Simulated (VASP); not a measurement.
A run of VASP 6.6.1 is set up as follows.

Contents of INCAR:

```
SYSTEM = HfO2
  PREC = Accurate
  ENCUT = 520
  EDIFF = 1E-7
  ISMEAR = 0
  SIGMA = 0.01
  LREAL = .FALSE.
  LASPH = .TRUE.
  NELM = 100
  ALGO = Normal
  ISIF = 2
  LWAVE = .FALSE.
  LCHARG = .TRUE.
  GGA = PE
  LELF = .TRUE.
  LVHAR = .TRUE.
  NBANDS = 31
```

KPOINTS

```
regular mesh
0
G
  6 6 4
  0 0 0
```

POSCAR

```
HfO2
1.0
    3.6278028144      0.0000000000      0.0000000000
    0.0000000000      3.6278028144      0.0000000000
    0.0000000000      0.0000000000      5.2732947718
Hf O
2 4
Direct
    0.5000000000      0.5000000000      0.5000000000
    0.0000000000      0.0000000000      0.0000000000
    0.0000000000      0.5000000000      0.6972100000
    0.5000000000      0.0000000000      0.8027900000
    0.5000000000      0.0000000000      0.3027900000
    0.0000000000      0.5000000000      0.1972100000
```

Potentials or basis: VASP PAW PBE potentials, release 64 (Hf_pv, O).

Command:

```console
$ cat potpaw_PBE.64/Hf_pv/POTCAR potpaw_PBE.64/O/POTCAR > POTCAR
$ mpirun -np 1 vasp_std > vasp.out
```

Q: What does it give for the largest force?

A: 0.214 eV/Å.

Q: What does it give for the pressure?

A: -7.5 GPa.

Q: Predict the band gap on the k mesh.

A: 4.52 eV (least direct gap 4.59 eV).

Stress tensor (GPa, compression positive):
```
-7.88  0.00  0.00
 0.00 -7.88  0.00
 0.00  0.00 -6.80
```

Caveat: the cell stands under tension; spin-orbit coupling is left out, which moves the levels of the heavy elements. A k mesh can miss the band edges.
